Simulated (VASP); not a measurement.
Wanted: the native input for a VASP 6.6.1 run.

* Task: single point
* Functional: LDA
* Potentials or basis: VASP PAW LDA potentials, release 64 (Si)
* Cutoff: 520 eV
* k mesh: 12 × 12 × 12
* Occupations: gaussian, width 0.05 eV
* Spin: no spin polarisation
* Dipole correction: no
* Further INCAR settings: ALGO = Normal; EDIFF = 1e-07; NBANDS = 11

The structure of Si lies in POSCAR:

```
Si
1.0
    0.0000000000      3.0924147873      2.5117430150
    2.4982390203      0.0000000000      2.5117430150
    2.4982390203      3.0924147873      0.0000000000
Si
2
Direct
    0.5000000000      0.5000000000      0.5000000000
    0.7500000000      0.7500000000      0.7500000000
```

This cell differs from its parent crystal: strain +e along x and -e along y -0.1100, strain +e along z and -e/2 along x and y -0.0700.

One way to write it, as run:

INCAR

```
SYSTEM = Si
PREC = Accurate
ENCUT = 520
EDIFF = 1E-7
ISMEAR = 0
SIGMA = 0.05
LREAL = .FALSE.
LASPH = .TRUE.
NELM = 100
ALGO = Normal
ISIF = 2
LWAVE = .FALSE.
LCHARG = .FALSE.
NBANDS = 11
```

KPOINTS

```
Automatic mesh
0
G
  12 12 12
  0 0 0
```

Potentials or basis: VASP PAW LDA potentials, release 64 (Si).

Run with:

```console
$ cat potpaw_LDA.64/Si/POTCAR > POTCAR
$ mpirun -np 1 vasp_std > vasp.out
```

It gave:

| Item | Value |
| --- | --- |
| Pressure | 0.0 GPa |
| Band gap on the k mesh | zero (band 4 reaches 6.83 eV, above the bottom of band 5 at 6.01 eV) |

Caveat: the cell differs from its parent crystal (strain +e along x and -e along y -0.1100, strain +e along z and -e/2 along x and y -0.0700).

Wall time 2.8 min on 1 thread of AMD EPYC 7R43 64-Core Processor (Zen 3) (shared host), peak memory 0.17 GiB.
